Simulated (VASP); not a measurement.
Input of a VASP 6.6.1 run:

The input INCAR:

```
ALGO     = Normal         # electronic algorithm
DIPOL    = 0.5 0.5 0.500
EDIFF    = 1E-6           # SCF threshold, eV
EDIFFG   = -0.01          # ionic threshold
ENCUT    = 520            # plane-wave cutoff, eV
GGA      = PE             # functional
IBRION   = 2              # ionic algorithm
IDIPOL   = 3            
ISIF     = 2              # what is computed and relaxed
ISMEAR   = -1             # smearing method
LASPH    = T              # aspherical terms in the spheres
LCHARG   = F              # write CHGCAR
LDIPOL   = T            
LREAL    = F              # projectors in reciprocal space
LWAVE    = F              # write WAVECAR
NELM     = 60             # most SCF steps
NSW      = 32             # ionic steps
PREC     = Accurate       # precision mode
SIGMA    = 0.05           # smearing width, eV
```

Contents of KPOINTS:

```
k-points
0
Gamma
  10 10 1
```

Contents of POSCAR:

```
Sb
1.0
    3.3880510193      0.0000000000      0.0000000000
    0.0000000000      3.3880510193      0.0000000000
    0.0000000000      0.0000000000     23.1871000000
Sb
4
Direct
    0.2500000000      0.2500000000      0.3572124711
    0.7500000000      0.7500000000      0.4419202006
    0.2500000000      0.2500000000      0.5580797843
    0.7500000000      0.7500000000      0.6427875433
```

Potentials or basis: VASP PAW PBE potentials, release 64 (Sb).

Launch:

```bash
$ cat potpaw_PBE.64/Sb/POTCAR > POTCAR
$ mpirun -np 1 vasp_std > vasp.out
```

Q: Predict the band gap on the k mesh.

A: Zero (bands 10 and 11 overlap by 2.15 eV).

Forces in eV/Å, atoms in the order of the input:
```
Sb   0.000  0.000 -0.003
Sb   0.000  0.000  0.010
Sb   0.000  0.000 -0.010
Sb   0.000  0.000  0.003
```

Caveat: the relaxation stopped at its first step, so nothing moved; the highest band is partly filled, so the run has too few bands; spin-orbit coupling is left out, which moves the levels of the heavy elements.
